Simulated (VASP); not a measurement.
# Y (Pm-3m) in VASP: notebook, part 2 of 2

VASP 6.6.1.

## 4. Single point, PBE (volume scaled by 0.6)

Contents of INCAR:

```
SYSTEM = Y
ALGO = Normal
EDIFF = 1E-6
ENCUT = 520
GGA = PE
ISIF = 2
ISMEAR = -1
LASPH = .True.
LCHARG = .False.
LREAL = .False.
LWAVE = .False.
NBANDS = 12
NELM = 100
PREC = Accurate
SIGMA = 0.08
```

Contents of KPOINTS:

```
k-points
0
Gamma
  12 12 12
  0 0 0
```

Contents of POSCAR:

```
Y
1.0
    2.7552714694      0.0000000000      0.0000000000
    0.0000000000      2.7552714694      0.0000000000
    0.0000000000      0.0000000000      2.7552714694
Y
1
Direct
    0.0000000000      0.0000000000      0.0000000000
```

Potentials or basis: VASP PAW PBE potentials, release 64 (Y_sv).

The run is started by

```bash
$ cat potpaw_PBE.64/Y_sv/POTCAR > POTCAR
$ mpirun -np 1 vasp_std > vasp.out
```

OUTCAR:

```text
SYSTEM = Y
   EDIFF = 1E-6
   ENCUT = 520
   GGA = PE
   ISIF = 2
   ISMEAR = -1
   LASPH = .True.
   LREAL = .False.
   NELM = 100
   PREC = Accurate

 ion  position               nearest neighbor table
   1  0.000  0.000  0.000-

  LATTYP: Found a simple cubic cell.
 ALAT       =     2.7552714694

  Lattice vectors:

 A1 = (   2.7552714694,   0.0000000000,   0.0000000000)
 A2 = (   0.0000000000,   2.7552714694,   0.0000000000)
 A3 = (   0.0000000000,   0.0000000000,   2.7552714694)
[... 528 lines left out ...]
      3     -17.3447      2.00000
      4     -15.1691      2.00000
      5       2.8022      2.00000
      6       5.7802      0.27656
      7      10.3821      0.00000
      8      10.4256      0.00000
      9      11.2136      0.00000
     10      11.5046      0.00000
     11      16.8979      0.00000
     12      20.5220      0.00000

 [... further k-points ...]
[... 5 lines left out ...]
  --------------------------------------------------------------------------------------
  -------------------------------------------------------------------------------------
  Total        4.1923881      4.1923881      4.1923881      0.0000000      0.0000000      0.0000000
  in kB      321.1285198    321.1285198    321.1285198      0.0000000      0.0000000      0.0000000
  external PRESSURE =     321.1285198 kB  Pullay stress =       0.0000000 kB

 VOLUME and BASIS-vectors are now :
 -----------------------------------------------------------------------------
  energy-cutoff  :      520.00
  volume of cell :       20.92
      direct lattice vectors                 reciprocal lattice vectors
     2.755271469  0.000000000  0.000000000     0.362940643  0.000000000  0.000000000
     0.000000000  2.755271469  0.000000000     0.000000000  0.362940643  0.000000000
     0.000000000  0.000000000  2.755271469     0.000000000  0.000000000  0.362940643

 POSITION                                       TOTAL-FORCE (eV/Angst)
 -----------------------------------------------------------------------------------
      0.00000      0.00000      0.00000         0.000000      0.000000      0.000000
 -----------------------------------------------------------------------------------
    total drift:                               -0.000000      0.000000      0.000000

  FREE ENERGIE OF THE ION-ELECTRON SYSTEM (eV)
  ---------------------------------------------------
  free  energy   TOTEN  =        -4.7358789143 eV

  energy  without entropy=       -4.7028020747  energy(sigma->0) =       -4.71934049
```

Wall time 9 s (1 thread of Intel Xeon Platinum 8559C (Emerald Rapids), shared host); peak memory 0.15 GiB.

Results:

```
Free energy : -4.7359 eV
Pressure    : 32.1 GPa
```

## 5. Single point, PBE (volume scaled by 0.68)

Contents of INCAR:

```
  ALGO = Normal
  EDIFF = 1E-7
  ENCUT = 520
  GGA = PE
  ISIF = 2
  ISMEAR = -1
  LASPH = T
  LCHARG = T
  LELF = T
  LREAL = F
  LVHAR = T
  LWAVE = F
  NBANDS = 12
  NELM = 60
  PREC = Accurate
  SIGMA = 0.08
```

Contents of KPOINTS:

```
k-points
0
Gamma
  12 12 12
```

Contents of POSCAR:

```
Y
1.0
    2.8726559570      0.0000000000      0.0000000000
    0.0000000000      2.8726559570      0.0000000000
    0.0000000000      0.0000000000      2.8726559570
Y
1
Direct
    0.0000000000      0.0000000000      0.0000000000
```

Potentials or basis: VASP PAW PBE potentials, release 64 (Y_sv).

The run is started by

```bash
$ cat potpaw_PBE.64/Y_sv/POTCAR > POTCAR
$ mpirun -np 1 vasp_std > vasp.out
```

OUTCAR:

```text
EDIFF = 1E-7
   ENCUT = 520
   GGA = PE
   ISIF = 2
   ISMEAR = -1
   LASPH = T
   LREAL = F
   NELM = 60
   PREC = Accurate

 ion  position               nearest neighbor table
   1  0.000  0.000  0.000-

  LATTYP: Found a simple cubic cell.
 ALAT       =     2.8726559570

  Lattice vectors:

 A1 = (   2.8726559570,   0.0000000000,   0.0000000000)
 A2 = (   0.0000000000,   2.8726559570,   0.0000000000)
 A3 = (   0.0000000000,   0.0000000000,   2.8726559570)

Analysis of symmetry for initial positions (statically):
=====================================================================
 Subroutine PRICEL returns:
 Original cell was already a primitive cell.

 Routine SETGRP: Setting up the symmetry group for a
 simple cubic supercell.

 Subroutine GETGRP returns: Found 48 space group operations
 (whereof 48 operations were pure point group operations)
 out of a pool of 48 trial point group operations.

The static configuration has the point symmetry O_h .

Analysis of symmetry for dynamics (positions and initial velocities):
=====================================================================
 Subroutine PRICEL returns:
 Original cell was already a primitive cell.

 Routine SETGRP: Setting up the symmetry group for a
 simple cubic supercell.

 Subroutine GETGRP returns: Found 48 space group operations
 (whereof 48 operations were pure point group operations)
 out of a pool of 48 trial point group operations.

The dynamic configuration has the point symmetry O_h .

 Subroutine INISYM returns: Found 48 space group operations
 (whereof 48 operations are pure point group operations),
 and found     1 'primitive' translations

----------------------------------------------------------------------------------------

                                     Primitive cell

  volume of cell :      23.7056

  direct lattice vectors                    reciprocal lattice vectors
     2.872655957  0.000000000  0.000000000     0.348109908  0.000000000  0.000000000
     0.000000000  2.872655957  0.000000000     0.000000000  0.348109908  0.000000000
     0.000000000  0.000000000  2.872655957     0.000000000  0.000000000  0.348109908

  length of vectors
     2.872655957  2.872655957  2.872655957     0.348109908  0.348109908  0.348109908

  position of ions in fractional coordinates (direct lattice)
     0.000000000  0.000000000  0.000000000

  ion indices of the primitive-cell ions
   primitive index   ion index
                 1           1

----------------------------------------------------------------------------------------

 KPOINTS: k-points

Automatic generation of k-mesh.
 Grid dimensions read from file:
 generate k-points for:   12   12   12

 Generating k-lattice:

  Cartesian coordinates                     Fractional coordinates (reciprocal lattice)
     0.029009159  0.000000000  0.000000000     0.083333333  0.000000000  0.000000000
     0.000000000  0.029009159  0.000000000     0.000000000  0.083333333  0.000000000
     0.000000000  0.000000000  0.029009159     0.000000000  0.000000000  0.083333333

  Length of vectors
     0.029009159  0.029009159  0.029009159

  Shift w.r.t. Gamma in fractional coordinates (k-lattice)
     0.000000000  0.000000000  0.000000000

 Subroutine IBZKPT returns following result:
 ===========================================

 Found     84 irreducible k-points:

 Following reciprocal coordinates:
            Coordinates               Weight
  0.000000  0.000000  0.000000      1.000000
  0.083333  0.000000  0.000000      6.000000
  0.166667  0.000000  0.000000      6.000000
  0.250000  0.000000  0.000000      6.000000
  0.333333  0.000000  0.000000      6.000000
  0.416667  0.000000  0.000000      6.000000
[... 16 lines left out ...]
  0.333333  0.333333  0.000000     12.000000
  0.416667  0.333333  0.000000     24.000000
 [... further k-points ...]
   k-points           NKPTS =     84   k-points in BZ     NKDIM =     84   number of bands    NBANDS=     12
   number of dos      NEDOS =    301   number of ions     NIONS =      1
   total plane-waves  NPLWV =  13824
   dimension x,y,z NGX =    24 NGY =   24 NGZ =   24
   dimension x,y,z NGXF=    48 NGYF=   48 NGZF=   48
   ions per type =               1
   NGX,Y,Z   is equivalent  to a cutoff of  13.89, 13.89, 13.89 a.u.
   NGXF,Y,Z  is equivalent  to a cutoff of  27.78, 27.78, 27.78 a.u.
 SYSTEM =  unknown system
   PREC   = accura    normal or accurate (medium, high low for compatibility)
   ISTART =      0    job   : 0-new  1-cont  2-samecut
   ICHARG =      2    charge: 1-file 2-atom 10-const
   ISPIN  =      1    spin polarized calculation?
   LNONCOLLINEAR =      F non collinear calculations
   LSORBIT =      F    spin-orbit coupling
   LASPH  =      T    aspherical Exc in radial PAW
   ENCUT  =  520.0 eV  38.22 Ry    6.18 a.u.   5.34  5.34  5.34*2*pi/ulx,y,z
   NELM   =     60;   NELMIN=  2; NELMDL= -5     # of ELM steps
   EDIFF  = 0.1E-06   stopping-criterion for ELM
   LREAL  =      F    real-space projection
   EDIFFG = 0.1E-05   stopping-criterion for IOM
   NSW    =      0    number of steps for IOM
   IBRION =     -1    ionic relax: 0-MD 1-quasi-New 2-CG
   NFREE  =      0    steps in history (QN), initial steepest desc. (CG)
   ISIF   =      2    stress and relaxation
   ISYM   =      2    0-nonsym 1-usesym 2-fastsym
   POTIM  = 0.5000    time-step for ionic-motion
   TEBEG  =    0.0;   TEEND  =   0.0 temperature during run
   PSTRESS=    0.0 pullay stress
   NELECT =      11.0000    total number of electrons
   NUPDOWN=      -1.0000    fix difference up-down
   EMIN   =  10.00;   EMAX   =-10.00  energy-range for DOS
   EFERMI =   0.00;   METHOD = LEGACY
   ISMEAR =    -1;   SIGMA  =   0.08  broadening in eV -4-tet -1-fermi 0-gaus
   EFERMI_NEDOS =   21; number of points for ismear=-14 and -15
   IALGO  =     38    algorithm
   IMIX   =      4    mixing-type and parameters
     AMIX     =   0.40;   BMIX     =  1.00
     AMIX_MAG =   1.60;   BMIX_MAG =  1.00
  volume/ion in A,a.u.               =      23.71       159.97
  Fermi-wavevector in a.u.,A,eV,Ry     =   1.267425  2.395085 21.855922  1.606365
  Thomas-Fermi vector in A             =   2.400573
   LORBIT       =      0    0 simple, 1 ext, 2 COOP (PROOUT), +10 PAW based schemes
   GGA     = PE    functional components
   LHFCALC =     F    Hartree Fock is set to
   AEXX    =    0.0000 exact exchange contribution
   IVDW    =     0    specifies the selected vdW correction
   LEPSILON=     F    determine dielectric tensor
   LRPA    =     F    only Hartree local field effects (RPA)
 non-spin polarized calculation
  energy-cutoff  :      520.00
  volume of cell :       23.71
 maximum number of plane-waves:       656
 NGX is ok and might be reduce to    24
   NGX = 11   NGY = 11   NGZ = 11

 number of electron      11.0000001 magnetization

 Free energy of the ion-electron system (eV)
  ---------------------------------------------------
  ext. energy  EPLUGINS =         0.00000000
  ---------------------------------------------------
  free energy    TOTEN  =        -5.17291972 eV

  energy without entropy =       -5.13578292  energy(sigma->0) =       -5.15435132

 E-fermi :   4.8444     XC(G=0): -10.7217

 val. band max:        4.8431346370   @ k =   0.2500   0.1667   0.0833
 cond. band min:       4.8556031196   @ k =   0.4167   0.2500   0.0833
 fundamental gap:      0.0124684826
 Fermi energy:         4.8443904269

 k-point     1 :       0.0000    0.0000    0.0000
  band No.  band energies     occupation
      1     -37.7757      2.00000
      2     -16.7733      2.00000
      3     -16.7733      2.00000
      4     -16.7733      2.00000
      5       0.0141      2.00000
      6       3.5560      2.00000
      7       3.5560      2.00000
      8      12.4049      0.00000
      9      12.4049      0.00000
     10      12.4049      0.00000
     11      18.0879      0.00000
     12      18.0879      0.00000

 k-point     2 :       0.0833    0.0000    0.0000
  band No.  band energies     occupation
      1     -37.7580      2.00000
      2     -16.9288      2.00000
      3     -16.7603      2.00000
      4     -16.7603      2.00000
      5       0.2186      2.00000
      6       3.6171      2.00000
      7       3.7968      2.00000
      8      11.9364      0.00000
      9      11.9364      0.00000
     10      12.4334      0.00000
     11      17.2566      0.00000
     12      18.6049      0.00000
[... 316 lines left out ...]
 k-point    24 :       0.4167    0.3333    0.0000
  band No.  band energies     occupation
      1     -37.3249      2.00000
      2     -18.4285      2.00000
      3     -18.0468      2.00000
      4     -16.4493      2.00000
      5       2.4275      2.00000
      6       4.8406      1.02381
      7       8.7872      0.00000
      8       9.1849      0.00000
      9       9.8101      0.00000
     10       9.9003      0.00000
     11      15.0436      0.00000
     12      18.3761      0.00000

 [... further k-points ...]
[... 5 lines left out ...]
  --------------------------------------------------------------------------------------
  -------------------------------------------------------------------------------------
  Total        2.8275182      2.8275182      2.8275182     -0.0000000      0.0000000     -0.0000000
  in kB      191.1019581    191.1019581    191.1019581     -0.0000000      0.0000000     -0.0000000
  external PRESSURE =     191.1019581 kB  Pullay stress =       0.0000000 kB

 VOLUME and BASIS-vectors are now :
 -----------------------------------------------------------------------------
  energy-cutoff  :      520.00
  volume of cell :       23.71
      direct lattice vectors                 reciprocal lattice vectors
     2.872655957  0.000000000  0.000000000     0.348109908  0.000000000  0.000000000
     0.000000000  2.872655957  0.000000000     0.000000000  0.348109908  0.000000000
     0.000000000  0.000000000  2.872655957     0.000000000  0.000000000  0.348109908

 POSITION                                       TOTAL-FORCE (eV/Angst)
 -----------------------------------------------------------------------------------
      0.00000      0.00000      0.00000         0.000000      0.000000      0.000000
 -----------------------------------------------------------------------------------
    total drift:                               -0.000000     -0.000000      0.000000

  FREE ENERGIE OF THE ION-ELECTRON SYSTEM (eV)
  ---------------------------------------------------
  free  energy   TOTEN  =        -5.1729197226 eV

  energy  without entropy=       -5.1357829199  energy(sigma->0) =       -5.15435132
```

Run time: 10 s. Hardware: 1 thread of Intel Xeon Platinum 8559C (Emerald Rapids), shared host; peak memory 0.17 GiB.

What came out:

- Free energy: -5.1729 eV
- Pressure: 19.1 GPa

## 6. The runs side by side

```csv
cell,gap on the mesh (eV),pressure (GPa)
"a = 2.627 Å, 1 atom",none,54.6
"a = 2.755 Å, 1 atom",none,32.1
"a = 2.873 Å, 1 atom",none,19.1
```

Alike in all rows: task single point; level PBE; potentials or basis VASP PAW PBE potentials, release 64 (Y_sv); no spin polarisation; k mesh 12 × 12 × 12; cutoff (eV) 520; smearing fermi-dirac 0.08 eV.

Absolute energies hang on the potentials; compare differences alone.
